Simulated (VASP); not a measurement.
A run of VASP 6.6.1 is set up as follows.

File INCAR:

```
PREC = Accurate ; ENCUT = 520
EDIFF = 1E-6 ; ISMEAR = 0
SIGMA = 0.02 ; LREAL = False
LASPH = True ; NELM = 100
ALGO = Normal ; ISIF = 2
LWAVE = False ; LCHARG = False
GGA = PS ; NBANDS = 45
```

KPOINTS

```
Automatic mesh
0
Gamma
  6 6 8
```

POSCAR

```
Si3N4
1.0
    7.6240704983      0.0000000000      0.0000000000
   -3.8120352492      6.6026387318      0.0000000000
    0.0000000000      0.0000000000      2.9105865362
Si N
6 8
Direct
    0.7675675688      0.1739276530      0.2500000000
    0.5936399158      0.7675675688      0.7500000000
    0.8260723470      0.5936399158      0.2500000000
    0.2324324312      0.8260723470      0.7500000000
    0.4063600842      0.2324324312      0.2500000000
    0.1739276530      0.4063600842      0.7500000000
    0.0296346242      0.3300010218      0.2500000000
    0.6996336024      0.0296346242      0.7500000000
    0.6699989782      0.6996336024      0.2500000000
    0.9703653758      0.6699989782      0.7500000000
    0.3003663976      0.9703653758      0.2500000000
    0.3300010218      0.3003663976      0.7500000000
    0.6666666667      0.3333333333      0.2500000000
    0.3333333333      0.6666666667      0.7500000000
```

Potentials or basis: VASP PAW PBE potentials, release 64 (Si, N).

Launch:

```sh
$ cat potpaw_PBE.64/Si/POTCAR potpaw_PBE.64/N/POTCAR > POTCAR
$ mpirun -np 1 vasp_std > vasp.out
```

Task: Estimate the band gap on the k mesh.

Result: 4.19 eV, indirect (least direct gap 4.38 eV).

Task: Predict the pressure.

Result: 0.2 GPa.

Forces in eV/Å, atoms in the order of the input:
```
Si   0.000  0.003  0.000
Si  -0.003  0.002  0.000
Si  -0.003 -0.002  0.000
Si   0.000 -0.003  0.000
Si   0.003 -0.002  0.000
Si   0.003  0.002  0.000
N   -0.006 -0.005  0.000
N    0.001 -0.008  0.000
N    0.007 -0.003  0.000
N    0.006  0.005  0.000
N   -0.001  0.008  0.000
N   -0.007  0.003  0.000
N    0.000  0.000  0.000
N    0.000  0.000  0.000
```

Caveat: the PAW data sets were made with another functional, which shifts forces and pressure a little. As with any semilocal functional, this PBEsol gap is likely too small.
